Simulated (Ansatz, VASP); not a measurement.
## LiW: VASP beside Ansatz

INCAR

```
SYSTEM = LiW
  PREC = Accurate
  ENCUT = 750
  EDIFF = 1E-6
  ISMEAR = 0
  SIGMA = 0.2
  LREAL = .False.
  LASPH = .True.
  NELM = 120
  ALGO = Normal
  ISIF = 2
  LWAVE = .False.
  LCHARG = .False.
  GGA = PE
  NBANDS = 25
  GGA_COMPAT = .False.
```

The input KPOINTS:

```
regular mesh
0
Gamma
  12 12 2
  0 0 0
```

Contents of POSCAR:

```
LiW
1.0
    2.6994591763      0.0000000000      0.0000000000
   -1.3497295881      2.3378002232      0.0000000000
    0.0000000000      0.0000000000      9.9847315728
Li W
2 2
Direct
    0.3333333333      0.6666666667      0.5000000000
    0.3333333333      0.6666666667      0.0000000000
    0.6666666667      0.3333333333      0.2500000000
    0.6666666667      0.3333333333      0.7500000000
```

Input for Ansatz:

```yaml
crystal:
  lattice:
    - [2.6994591763, 0.0, 0.0]
    - [-1.3497295881, 2.3378002232, 0.0]
    - [0.0, 0.0, 9.9847315728]
  atoms:
    - { symbol: Li, position: [0.3333333333, 0.6666666667, 0.5] }
    - { symbol: Li, position: [0.3333333333, 0.6666666667, 0.0] }
    - { symbol: W, position: [0.6666666667, 0.3333333333, 0.25] }
    - { symbol: W, position: [0.6666666667, 0.3333333333, 0.75] }
basis:
  ecutwfc: 420
kpoints:
  mp_grid: { grid: [12, 12, 2] }
hamiltonian:
  xc: pbe
scf:
  occupations: { method: gaussian, width: 0.2 }
  lower_state_search: "off"
output:
  forces: true
  stress: true
  eigenvalues: true
```

Alike in both runs: task single point; functional PBE; k mesh 12 × 12 × 2; occupations gaussian, width 0.2 eV; no spin polarisation.

|  | VASP | Ansatz |
| --- | --- | --- |
| version | VASP 6.6.1 | Ansatz 0.2.0 |
| potentials or method | VASP PAW PBE potentials, release 64 (Li_sv, W_sv), cutoff 750 eV | scalar-relativistic, plane waves, PAW |
| valence electrons in the cell | 34 | 34 |

VASP gave:

* gap on the k mesh at the Fermi level (eV): none
* pressure (GPa): 0.2
* traceless stress, the component that is largest in VASP (GPa): -0.32

Question: What did Ansatz give for the same quantities?

Answer: gap on the k mesh at the Fermi level (eV): none; pressure (GPa): 0.0; traceless stress, the component that is largest in VASP (GPa): -0.05.

A gap of «none» marks a metal or a gap that the smearing closes. The functional is the same, so the differences come from potentials, cutoffs and numerics.

Neither program's run includes spin-orbit coupling.
